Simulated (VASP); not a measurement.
A run of VASP 6.6.1:

The input INCAR:

```
SYSTEM = Au
PREC = Accurate
ENCUT = 600
EDIFF = 1E-6
ISMEAR = -1
SIGMA = 0.05
LREAL = .False.
LASPH = .True.
NELM = 60
ALGO = Normal
ISIF = 4
LWAVE = .False.
LCHARG = .False.
GGA = PS
IBRION = 2
NSW = 50
EDIFFG = -0.005
```

The input KPOINTS:

```
regular mesh
0
Gamma
  15 15 8
  0 0 0
```

POSCAR

```
Au
1.0
    2.5159711580      0.0000000000      0.0000000000
   -1.2579855790      2.1788949380      0.0000000000
    0.0000000000      0.0000000000      4.2263861488
Au
2
Direct
    0.3333333333      0.6666666667      0.2500000000
    0.6666666667      0.3333333333      0.7500000000
```

Potentials or basis: VASP PAW PBE potentials, release 64 (Au).

Run with:

```sh
$ cat potpaw_PBE.64/Au/POTCAR > POTCAR
$ mpirun -np 1 vasp_std > vasp.out
```

Hardware: 1 thread of AMD EPYC 7571 (shared host).

**Question.** How long does it take, and how much memory?

**Answer.** Wall time 3.1 min on 1 thread of AMD EPYC 7571, with other jobs on the host, peak memory 0.15 GiB. Counts: scf iterations 29, k points 135, ion steps 4.
